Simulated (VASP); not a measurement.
Crystal: CsCl.

```
Cs Cl
1.0
     4.14068    0.00000    0.00000
     0.00000    4.14068    0.00000
     0.00000    0.00000    4.14068
Cs Cl
1 1
Cartesian
  0.0000 0.0000 0.0000
  2.0703 2.0703 2.0703
```

Base run:

```yaml
Program: VASP 6.6.1
Functional: PBE
Potentials_or_basis: VASP PAW PBE potentials, release 64 (Cs_sv, Cl)
Cutoff: 500 eV
k_mesh: 4 × 4 × 4
Occupations: gaussian, width 0.01 eV
Spin: no spin polarisation
```

Its results: band gap on the k mesh 5.20 eV; pressure 0.8 GPa.

Problem. The run is repeated on the same cell with these changes: k mesh from 4 × 4 × 4 to 2 × 2 × 2. What comes out?

Solution. Band gap on the k mesh 5.17 eV; pressure 1.6 GPa.

Caveats: some runs use coarse meshes; spin-orbit coupling is left out, which moves the levels of the heavy elements.

